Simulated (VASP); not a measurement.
# SiC (P6_3mc) in VASP: further runs

Runs on SiC. Level: PBE. Tasks: single point.

Program: VASP 6.6.1. These are calculated values, not measurements. Logs are shortened: lines on timing, memory, paths and dates and some standing lists are left out, and cuts for length are marked.

## Step 1: The cell of the first run

It takes space group P6_3mc (No. 186, hexagonal). Conventional cell: a = 3.014 Å, b = 3.014 Å, c = 5.341 Å, α = 90.00°, β = 90.00°, γ = 120.00°. Within 2.5 Å of Si (site symmetry 3m) lie 4 C at 1.86 to 2.01 Å. C (site symmetry 3m) has 4 Si at 1.86 to 2.01 Å within 2.5 Å.

## Step 2: Single point, PBE (c/a of the conventional cell at fixed volume 1.7722)

The input, INCAR:

```
SYSTEM = SiC
ALGO     = Normal         ! electronic algorithm
EDIFF    = 1E-6           ! SCF threshold, eV
ENCUT    = 520            ! plane-wave cutoff, eV
GGA      = PE             ! functional
ISIF     = 2              ! what is computed and relaxed
ISMEAR   = 0              ! smearing method
LASPH    = .TRUE.         ! aspherical terms in the spheres
LCHARG   = .FALSE.        ! write CHGCAR
LREAL    = .FALSE.        ! projectors in reciprocal space
LWAVE    = .FALSE.        ! write WAVECAR
NBANDS   = 16             ! bands
NELM     = 100            ! most SCF steps
PREC     = Accurate       ! precision mode
SIGMA    = 0.05           ! smearing width, eV
```

The input, KPOINTS:

```
k-points
0
G
  12 12 6
  0 0 0
```

The input, POSCAR:

```
SiC
1.0
    3.0137421920      0.0000000000      0.0000000000
   -1.5068710960      2.6099772987      0.0000000000
    0.0000000000      0.0000000000      5.3409539127
Si C
2 2
Direct
    0.3333333333      0.6666666667      0.0045639005
    0.6666666667      0.3333333333      0.5045639005
    0.3333333333      0.6666666667      0.3804360995
    0.6666666667      0.3333333333      0.8804360995
```

Potentials or basis: VASP PAW PBE potentials, release 64 (Si, C).

Command:

```sh
> cat potpaw_PBE.64/Si/POTCAR potpaw_PBE.64/C/POTCAR > POTCAR
> mpirun -np 1 vasp_std > vasp.out
```

OUTCAR:

```text
SYSTEM = SiC
   EDIFF = 1E-6
   ENCUT = 520
   GGA = PE
   ISIF = 2
   ISMEAR = 0
   LASPH = .TRUE.
   LREAL = .FALSE.
   NELM = 100
   PREC = Accurate

 ion  position               nearest neighbor table
   1  0.333  0.667  0.005-   4 1.86   4 1.86   4 1.86   3 2.01
   2  0.667  0.333  0.505-   3 1.86   3 1.86   3 1.86   4 2.01
   3  0.333  0.667  0.380-   2 1.86   2 1.86   2 1.86   1 2.01
   4  0.667  0.333  0.880-   1 1.86   1 1.86   1 1.86   2 2.01

  LATTYP: Found a hexagonal cell.
 ALAT       =     3.0137421920
 C/A-ratio  =     1.7722000000

  Lattice vectors:

 A1 = (   3.0137421920,   0.0000000000,   0.0000000000)
 A2 = (  -1.5068710960,   2.6099772987,   0.0000000000)
 A3 = (   0.0000000000,   0.0000000000,   5.3409539127)

Analysis of symmetry for initial positions (statically):
=====================================================================
 Subroutine PRICEL returns:
 Original cell was already a primitive cell.

 Routine SETGRP: Setting up the symmetry group for a
 hexagonal supercell.

 Subroutine GETGRP returns: Found 12 space group operations
 (whereof  6 operations were pure point group operations)
 out of a pool of 24 trial point group operations.

The static configuration has the point symmetry C_3v.
 The point group associated with its full space group is C_6v.

Analysis of symmetry for dynamics (positions and initial velocities):
=====================================================================
 Subroutine PRICEL returns:
 Original cell was already a primitive cell.

 Routine SETGRP: Setting up the symmetry group for a
 hexagonal supercell.

 Subroutine GETGRP returns: Found 12 space group operations
 (whereof  6 operations were pure point group operations)
 out of a pool of 24 trial point group operations.

The dynamic configuration has the point symmetry C_3v.
 The point group associated with its full space group is C_6v.

 Subroutine INISYM returns: Found 12 space group operations
 (whereof  6 operations are pure point group operations),
 and found     1 'primitive' translations

----------------------------------------------------------------------------------------

                                     Primitive cell

  volume of cell :      42.0109

  direct lattice vectors                    reciprocal lattice vectors
     3.013742192  0.000000000  0.000000000     0.331813386  0.191572547  0.000000000
    -1.506871096  2.609977299  0.000000000     0.000000000  0.383145095  0.000000000
     0.000000000  0.000000000  5.340953913     0.000000000  0.000000000  0.187232471

  length of vectors
     3.013742192  3.013742192  5.340953913     0.383145095  0.383145095  0.187232471

  position of ions in fractional coordinates (direct lattice)
     0.333333333  0.666666667  0.004563901
     0.666666667  0.333333333  0.504563901
     0.333333333  0.666666667  0.380436100
     0.666666667  0.333333333  0.880436100

  ion indices of the primitive-cell ions
   primitive index   ion index
                 1           1
                 2           2
                 3           3
                 4           4

----------------------------------------------------------------------------------------

 KPOINTS: k-points

Automatic generation of k-mesh.
 Grid dimensions read from file:
 generate k-points for:   12   12    6

 Generating k-lattice:

  Cartesian coordinates                     Fractional coordinates (reciprocal lattice)
     0.027651115  0.015964379  0.000000000     0.083333333  0.000000000  0.000000000
     0.000000000  0.031928758  0.000000000     0.000000000  0.083333333  0.000000000
     0.000000000  0.000000000  0.031205412     0.000000000  0.000000000  0.166666667

  Length of vectors
     0.031928758  0.031928758  0.031205412

  Shift w.r.t. Gamma in fractional coordinates (k-lattice)
     0.000000000  0.000000000  0.000000000

 Subroutine IBZKPT returns following result:
 ===========================================

 Found     76 irreducible k-points:

 Following reciprocal coordinates:
            Coordinates               Weight
  0.000000  0.000000  0.000000      1.000000
  0.083333  0.000000  0.000000      6.000000
  0.166667  0.000000  0.000000      6.000000
  0.250000  0.000000  0.000000      6.000000
  0.333333  0.000000  0.000000      6.000000
  0.416667 -0.000000  0.000000      6.000000
[... 16 lines left out ...]
  0.250000  0.000000  0.166667     12.000000
  0.333333  0.000000  0.166667     12.000000
 [... further k-points ...]
   k-points           NKPTS =     76   k-points in BZ     NKDIM =     76   number of bands    NBANDS=     16
   number of dos      NEDOS =    301   number of ions     NIONS =      4
   total plane-waves  NPLWV =  23040
   dimension x,y,z NGX =    24 NGY =   24 NGZ =   40
   dimension x,y,z NGXF=    48 NGYF=   48 NGZF=   80
   ions per type =               2   2
   NGX,Y,Z   is equivalent  to a cutoff of  13.24, 13.24, 12.45 a.u.
   NGXF,Y,Z  is equivalent  to a cutoff of  26.48, 26.48, 24.90 a.u.
 SYSTEM =  SiC
   PREC   = accura    normal or accurate (medium, high low for compatibility)
   ISTART =      0    job   : 0-new  1-cont  2-samecut
   ICHARG =      2    charge: 1-file 2-atom 10-const
   ISPIN  =      1    spin polarized calculation?
   LNONCOLLINEAR =      F non collinear calculations
   LSORBIT =      F    spin-orbit coupling
   LASPH  =      T    aspherical Exc in radial PAW
   ENCUT  =  520.0 eV  38.22 Ry    6.18 a.u.   5.60  5.60  9.93*2*pi/ulx,y,z
   NELM   =    100;   NELMIN=  2; NELMDL= -5     # of ELM steps
   EDIFF  = 0.1E-05   stopping-criterion for ELM
   LREAL  =      F    real-space projection
   EDIFFG = 0.1E-04   stopping-criterion for IOM
   NSW    =      0    number of steps for IOM
   IBRION =     -1    ionic relax: 0-MD 1-quasi-New 2-CG
   NFREE  =      0    steps in history (QN), initial steepest desc. (CG)
   ISIF   =      2    stress and relaxation
   ISYM   =      2    0-nonsym 1-usesym 2-fastsym
   POTIM  = 0.5000    time-step for ionic-motion
   TEBEG  =    0.0;   TEEND  =   0.0 temperature during run
   PSTRESS=    0.0 pullay stress
   NELECT =      16.0000    total number of electrons
   NUPDOWN=      -1.0000    fix difference up-down
   EMIN   =  10.00;   EMAX   =-10.00  energy-range for DOS
   EFERMI =   0.00;   METHOD = LEGACY
   ISMEAR =     0;   SIGMA  =   0.05  broadening in eV -4-tet -1-fermi 0-gaus
   EFERMI_NEDOS =   21; number of points for ismear=-14 and -15
   IALGO  =     38    algorithm
   IMIX   =      4    mixing-type and parameters
     AMIX     =   0.40;   BMIX     =  1.00
     AMIX_MAG =   1.60;   BMIX_MAG =  1.00
  volume/ion in A,a.u.               =      10.50        70.88
  Fermi-wavevector in a.u.,A,eV,Ry     =   1.186664  2.242469 19.159321  1.408170
  Thomas-Fermi vector in A             =   2.322831
   LORBIT       =      0    0 simple, 1 ext, 2 COOP (PROOUT), +10 PAW based schemes
   GGA     = PE    functional components
   LHFCALC =     F    Hartree Fock is set to
   AEXX    =    0.0000 exact exchange contribution
   IVDW    =     0    specifies the selected vdW correction
   LEPSILON=     F    determine dielectric tensor
   LRPA    =     F    only Hartree local field effects (RPA)
 non-spin polarized calculation
 Gauss-broadening in eV      SIGMA  =   0.05
  energy-cutoff  :      520.00
  volume of cell :       42.01
 maximum number of plane-waves:      1149
 NGX is ok and might be reduce to    24
   NGX = 11   NGY = 11   NGZ = 19

 number of electron      15.9999998 magnetization

 Free energy of the ion-electron system (eV)
  ---------------------------------------------------
  ext. energy  EPLUGINS =         0.00000000
  ---------------------------------------------------
  free energy    TOTEN  =       -29.84209288 eV

  energy without entropy =      -29.84209288  energy(sigma->0) =      -29.84209288

 E-fermi :   8.4205     XC(G=0): -11.2865

 val. band max:        8.1942472560   @ k =   0.0000   0.0000   0.0000
 cond. band min:      10.2038675704   @ k =   0.3333   0.3333   0.0000
 fundamental gap:      2.0096203144
 Fermi energy:         8.4205394068

 k-point     1 :       0.0000    0.0000    0.0000
  band No.  band energies     occupation
      1      -7.3823      2.00000
      2      -4.4795      2.00000
      3      -0.6057      2.00000
      4       7.2338      2.00000
      5       7.2338      2.00000
      6       7.6098      2.00000
[... 8 lines left out ...]
     15      17.1356      0.00000
     16      19.0012      0.00000

 k-point     2 :       0.0833    0.0000    0.0000
  band No.  band energies     occupation
      1      -7.2557      2.00000
      2      -4.3660      2.00000
      3      -0.4866      2.00000
      4       6.5480      2.00000
      5       7.0191      2.00000
      6       7.5539      2.00000
[... 8 lines left out ...]
     15      17.4481      0.00000
     16      18.7176      0.00000

 k-point     3 :       0.1667    0.0000    0.0000
  band No.  band energies     occupation
      1      -6.8792      2.00000
      2      -4.0326      2.00000
      3      -0.1375      2.00000
      4       5.0194      2.00000
      5       6.4885      2.00000
      6       6.5324      2.00000
[... 8 lines left out ...]
     15      17.7857      0.00000
     16      18.1889      0.00000

 k-point     4 :       0.2500    0.0000    0.0000
  band No.  band energies     occupation
      1      -6.2641      2.00000
      2      -3.5065      2.00000
      3       0.4000      2.00000
      4       3.3012      2.00000
      5       5.0002      2.00000
      6       6.0017      2.00000
[... 8 lines left out ...]
     15      18.1833      0.00000
     16      19.2375      0.00000

 k-point     5 :       0.3333    0.0000    0.0000
  band No.  band energies     occupation
      1      -5.4385      2.00000
      2      -2.8735      2.00000
      3       0.8081      2.00000
      4       2.0185      2.00000
      5       3.4834      2.00000
      6       5.5614      2.00000
[... 8 lines left out ...]
     15      18.6449      0.00000
     16      20.1539      0.00000

 k-point     6 :       0.4167   -0.0000    0.0000
  band No.  band energies     occupation
      1      -4.4883      2.00000
      2      -2.4485      2.00000
      3       0.2144      2.00000
      4       2.0574      2.00000
      5       2.4417      2.00000
      6       5.2774      2.00000
[... 8 lines left out ...]
     15      17.9013      0.00000
     16      20.5387      0.00000
[... 267 lines left out ...]
 k-point    21 :       0.0833    0.0000    0.1667
  band No.  band energies     occupation
      1      -7.1385      2.00000
      2      -4.7521      2.00000
      3       0.1080      2.00000
      4       6.6067      2.00000
      5       6.7129      2.00000
      6       7.0815      2.00000
[... 8 lines left out ...]
     15      17.2388      0.00000
     16      18.7149      0.00000

 k-point    22 :       0.1667    0.0000    0.1667
  band No.  band energies     occupation
      1      -6.7630      2.00000
      2      -4.4086      2.00000
      3       0.4357      2.00000
      4       5.1097      2.00000
      5       6.1405      2.00000
      6       6.6036      2.00000
[... 8 lines left out ...]
     15      18.0446      0.00000
     16      18.2936      0.00000

 k-point    23 :       0.2500    0.0000    0.1667
  band No.  band energies     occupation
      1      -6.1498      2.00000
      2      -3.8614      2.00000
      3       0.9088      2.00000
      4       3.4385      2.00000
      5       4.7186      2.00000
      6       6.0794      2.00000
[... 8 lines left out ...]
     15      18.4437      0.00000
     16      19.1149      0.00000

 k-point    24 :       0.3333    0.0000    0.1667
  band No.  band energies     occupation
      1      -5.3279      2.00000
      2      -3.1808      2.00000
      3       0.9844      2.00000
      4       2.4240      2.00000
      5       3.1977      2.00000
      6       5.6429      2.00000
[... 8 lines left out ...]
     15      18.9142      0.00000
     16      20.2345      0.00000

 [... further k-points ...]

------------------------ aborting loop because EDIFF is reached ----------------------------------------

  FORCE on cell =-STRESS in cart. coord.  units (eV):
  Direction    XX          YY          ZZ          XY          YZ          ZX
  --------------------------------------------------------------------------------------
  -------------------------------------------------------------------------------------
  Total        3.9124581      3.9124581     -6.3552292      0.0000000     -0.0000000      0.0000000
  in kB      149.2102392    149.2102392   -242.3707153      0.0000000     -0.0000000      0.0000000
  external PRESSURE =      18.6832544 kB  Pullay stress =       0.0000000 kB

 VOLUME and BASIS-vectors are now :
 -----------------------------------------------------------------------------
  energy-cutoff  :      520.00
  volume of cell :       42.01
      direct lattice vectors                 reciprocal lattice vectors
     3.013742192  0.000000000  0.000000000     0.331813386  0.191572547  0.000000000
    -1.506871096  2.609977299  0.000000000     0.000000000  0.383145095  0.000000000
     0.000000000  0.000000000  5.340953913     0.000000000  0.000000000  0.187232471

 POSITION                                       TOTAL-FORCE (eV/Angst)
 -----------------------------------------------------------------------------------
     -0.00000      1.73998      0.02438         0.000000      0.000000      0.425715
      1.50687      0.86999      2.69485        -0.000000      0.000000      0.425715
     -0.00000      1.73998      2.03189         0.000000      0.000000     -0.425715
      1.50687      0.86999      4.70237        -0.000000     -0.000000     -0.425715
 -----------------------------------------------------------------------------------
    total drift:                                0.000000      0.000000      0.000178

  FREE ENERGIE OF THE ION-ELECTRON SYSTEM (eV)
  ---------------------------------------------------
  free  energy   TOTEN  =       -29.8420928757 eV

  energy  without entropy=      -29.8420928757  energy(sigma->0) =      -29.84209288
```

Run time: 86 s. Hardware: 1 thread of AMD EPYC 7R43 (Zen 3), shared host; peak memory 0.14 GiB.

Results:

* Free energy: -29.8421 eV
* Pressure: 1.9 GPa
* Largest force: 0.426 eV/Å
* Band gap on the k mesh: 2.01 eV, indirect (least direct gap 4.28 eV)

Forces in eV/Å, atoms in the order of the input:
```
Si   0.000  0.000  0.426
Si   0.000  0.000  0.426
C    0.000  0.000 -0.426
C    0.000  0.000 -0.426
```

 A k mesh can miss the band edges.

## Step 3: Single point, PBE (c/a of the conventional cell at fixed volume 1.6410)

The input, INCAR:

```
  PREC = Accurate
  ENCUT = 520
  EDIFF = 1E-6
  ISMEAR = 0
  SIGMA = 0.05
  LREAL = F
  LASPH = T
  NELM = 60
  ALGO = Normal
  ISIF = 2
  LWAVE = F
  LCHARG = F
  GGA = PE
  NBANDS = 16
```

The input, KPOINTS:

```
regular mesh
0
Gamma
  12 12 6
```

The input, POSCAR:

```
SiC
1.0
    3.0920366030      0.0000000000      0.0000000000
   -1.5460183015      2.6777822476      0.0000000000
    0.0000000000      0.0000000000      5.0738984874
Si C
2 2
Direct
    0.3333333333      0.6666666667      0.0045639005
    0.6666666667      0.3333333333      0.5045639005
    0.3333333333      0.6666666667      0.4251748739
    0.6666666667      0.3333333333      0.9251748739
```

Potentials or basis: VASP PAW PBE potentials, release 64 (Si, C).

Command:

```sh
> cat potpaw_PBE.64/Si/POTCAR potpaw_PBE.64/C/POTCAR > POTCAR
> mpirun -np 1 vasp_std > vasp.out
```

It took 72 s on 1 thread of AMD EPYC 7R43 (Zen 3), shared host; peak memory 0.14 GiB.

It converged, with:

```
Free energy            : -29.4838 eV
Pressure               : 3.7 GPa
Largest force          : 2.208 eV/Å
Band gap on the k mesh : 1.56 eV, indirect (least direct gap 3.53 eV)
```

Forces in eV/Å, atoms in the order of the input:
```
Si   0.000  0.000  2.208
Si   0.000  0.000  2.208
C    0.000  0.000 -2.208
C    0.000  0.000 -2.208
```

Stress tensor (GPa, compression positive):
```
 8.11  0.00  0.00
 0.00  8.11  0.00
 0.00  0.00 -5.08
```

Levels at points of the mesh, in eV from the valence-band top:
| k point | band 4 | band 5 | band 6 | band 7 | band 8 | band 9 | band 10 | band 11 | band 12 | band 13 |
| --- | --- | --- | --- | --- | --- | --- | --- | --- | --- | --- |
| (0.00, 0.00, 0.00) | -2.76 | -2.76 | -1.61 | -1.61 | 0.00 | 3.53 | 4.77 | 5.51 | 5.51 | 6.65 |
| (0.50, 0.00, 0.00) | -7.74 | -5.71 | -4.65 | -3.46 | -2.84 | 1.56 | 3.62 | 5.58 | 7.08 | 8.29 |
| (0.00, 0.00, 0.50) | -4.85 | -2.22 | -2.22 | -2.22 | -2.22 | 4.61 | 4.61 | 6.11 | 6.11 | 6.11 |
| (0.50, 0.00, 0.50) | -9.41 | -3.87 | -3.87 | -2.65 | -2.65 | 2.32 | 2.32 | 3.58 | 3.58 | 10.03 |

Caveat: forces of over 1 eV/Å act on the atoms, so gaps and moduli don't describe the material at rest. A k mesh can miss the band edges.

## Step 4: Single point, PBE (c/a of the conventional cell at fixed volume 1.5972)

The input, INCAR:

```
SYSTEM = SiC
ALGO = Normal
EDIFF = 1E-7
ENCUT = 520
GGA = PE
ISIF = 2
ISMEAR = 0
LASPH = .TRUE.
LCHARG = .FALSE.
LREAL = .FALSE.
LWAVE = .FALSE.
NBANDS = 16
NELM = 80
PREC = Accurate
SIGMA = 0.05
```

The input, KPOINTS:

```
k-points
0
G
  12 12 6
  0 0 0
```

The input, POSCAR:

```
SiC
1.0
    3.1200190218      0.0000000000      0.0000000000
   -1.5600095109      2.7020157332      0.0000000000
    0.0000000000      0.0000000000      4.9832943816
Si C
2 2
Direct
    0.3333333333      0.6666666667      0.0045639005
    0.6666666667      0.3333333333      0.5045639005
    0.3333333333      0.6666666667      0.3804360995
    0.6666666667      0.3333333333      0.8804360995
```

Command:

```sh
> cat potpaw_PBE.64/Si/POTCAR potpaw_PBE.64/C/POTCAR > POTCAR
> mpirun -np 1 vasp_std > vasp.out
```

It took 84 s on 1 thread of AMD EPYC 7R43 (Zen 3), shared host; peak memory 0.13 GiB.

The run converged. Its results:

```
Free energy            : -30.0751 eV
Pressure               : 0.1 GPa
Largest force          : 0.276 eV/Å
Band gap on the k mesh : 2.40 eV, indirect (least direct gap 3.69 eV)
```

Forces in eV/Å, atoms in the order of the input:
```
Si   0.000  0.000 -0.276
Si   0.000  0.000 -0.276
C    0.000  0.000  0.276
C    0.000  0.000  0.276
```

Stress tensor (GPa, compression positive):
```
-4.90  0.00  0.00
 0.00 -4.90  0.00
 0.00  0.00 10.04
```

Levels at points of the mesh, in eV from the valence-band top:
| k point | band 4 | band 5 | band 6 | band 7 | band 8 | band 9 | band 10 | band 11 | band 12 | band 13 |
| --- | --- | --- | --- | --- | --- | --- | --- | --- | --- | --- |
| (0.00, 0.00, 0.00) | -1.46 | -1.46 | -0.01 | -0.01 | 0.00 | 4.27 | 6.31 | 6.38 | 6.38 | 7.88 |
| (0.50, 0.00, 0.00) | -6.07 | -5.40 | -3.41 | -3.25 | -1.12 | 2.57 | 4.39 | 6.75 | 6.97 | 10.33 |
| (0.00, 0.00, 0.50) | -4.19 | -0.80 | -0.80 | -0.80 | -0.80 | 5.47 | 5.47 | 7.09 | 7.09 | 7.09 |
| (0.50, 0.00, 0.50) | -8.18 | -2.48 | -2.48 | -2.18 | -2.18 | 3.32 | 3.32 | 5.34 | 5.34 | 10.33 |

(Continued in part 2 of 2.)
